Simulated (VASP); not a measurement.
Write the native input for VASP 6.6.1 that does the following.

- Task: single point
- Functional: PBEsol
- Potentials or basis: VASP PAW PBE potentials, release 64 (Sn_d)
- Cutoff: 500 eV
- k mesh: 6 × 6 × 6
- Occupations: methfessel-paxton, width 0.1 eV
- Spin: no spin polarisation
- Dipole correction: no
- Further INCAR settings: ALGO = Normal; EDIFF = 1e-06; NBANDS = 21

The structure of Sn lies in POSCAR:

```
Sn
1.0
    0.0000000000      3.2333400000      3.2333400000
    3.2333400000      0.0000000000      3.2333400000
    3.2333400000      3.2333400000      0.0000000000
Sn
2
Direct
    0.0000000000      0.0000000000      0.0000000000
    0.2500000000      0.2500000000      0.2500000000
```

This isn't the form of Sn at room conditions, which is tetragonal (white tin).

These files were run (other wordings do the same):

INCAR

```
ALGO = Normal
EDIFF = 1E-6
ENCUT = 500
GGA = PS
GGA_COMPAT = F
ISIF = 2
ISMEAR = 1
LASPH = T
LCHARG = T
LELF = T
LREAL = F
LVHAR = T
LWAVE = F
NBANDS = 21
NELM = 120
PREC = Accurate
SIGMA = 0.1
```

KPOINTS

```
k-points
0
Gamma
  6 6 6
```

Potentials or basis: VASP PAW PBE potentials, release 64 (Sn_d).

Run with:

```bash
$ cat potpaw_PBE.64/Sn_d/POTCAR > POTCAR
$ mpirun -np 1 vasp_std > vasp.out
```

It gave:

- Pressure: 1.5 GPa
- Band gap on the k mesh: zero (bands 14 and 15 overlap by 0.13 eV)

Caveat: the PAW data sets were made with another functional, which shifts forces and pressure a little; spin-orbit coupling is left out, which moves the levels of the heavy elements.

It took 13 s on 1 thread of Intel(R) Xeon(R) Platinum 8488C (Sapphire Rapids), with other jobs on the host, peak memory 0.2 GiB.
